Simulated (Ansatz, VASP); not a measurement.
## One calculation of CoO, two programs

The input INCAR:

```
SYSTEM = CoO
  PREC = Accurate
  ENCUT = 520
  EDIFF = 1E-7
  ISMEAR = -1
  SIGMA = 0.05
  LREAL = .False.
  LASPH = .True.
  NELM = 150
  ALGO = Normal
  ISIF = 2
  LWAVE = .False.
  LCHARG = .False.
  ISPIN = 2
  MAGMOM = 0 0
  LORBIT = 11
  NUPDOWN = 0.0
  LMAXMIX = 4
  GGA = PS
  NBANDS = 18
```

KPOINTS

```
Automatic mesh
0
Gamma
  10 10 10
  0 0 0
```

File POSCAR:

```
CoO
1.0
   -1.5080000000      1.5080000000      2.1072475377
    1.5080000000     -1.5080000000      2.1072475377
    1.5080000000      1.5080000000     -2.1072475377
Co O
1 1
Direct
    0.0000000000      0.0000000000      0.0000000000
    0.5000000000      0.5000000000      0.0000000000
```

Contents of input.yaml:

```yaml
crystal:
  lattice:
    - [-1.508, 1.508, 2.1072475377]
    - [1.508, -1.508, 2.1072475377]
    - [1.508, 1.508, -2.1072475377]
  atoms:
    - { symbol: Co, position: [0.0, 0.0, 0.0] }
    - { symbol: O, position: [0.5, 0.5, 0.0] }
hamiltonian:
  xc: pbesol
  pseudopotentials: { kind: paw }
magnetization:
  spin_polarized: true
  initial_magnetization: 0.0
  spin_locking: { lock_magnetization: hard }
kpoints:
  mp_grid: { grid: [10, 10, 10] }
scf:
  occupations: { method: fermi_dirac, width: 0.05 }
  lower_state_search: "off"
output:
  forces: true
  stress: true
  eigenvalues: true
  write_density: true
  write_potential: true
  elf: true
  volumetric_format: npy
```

Alike in both runs: task single point; functional PBEsol; k mesh 10 × 10 × 10; occupations fermi-dirac, width 0.05 eV; collinear spin; fixed moment 0 μB.

|  | VASP | Ansatz |
| --- | --- | --- |
| version | VASP 6.6.1 | Ansatz 0.2.0 |
| potentials or method | VASP PAW PBE potentials, release 64 (Co, O) | Ansatz PAW |
| plane-wave cutoff (eV) | 520 | 420 |
| valence electrons in the cell | 15 | 23 |

Ansatz gave:

| Item | Value |
| --- | --- |
| pressure (GPa) | -26.9 |
| traceless stress, the component that is largest in VASP (GPa) | 0.20 |
| net moment per atom (μB) | 0.00 |

Question: Estimate VASP's values.

Answer: Pressure (GPa): -27.1; traceless stress, the component that is largest in VASP (GPa): 0.25; net moment per atom (μB): 0.00.

VASP's potentials were made for PBE, not for PBEsol. VASP's potentials hold 15 valence electrons a cell and Ansatz's 23, so a difference there can come from the potentials and not from the codes.
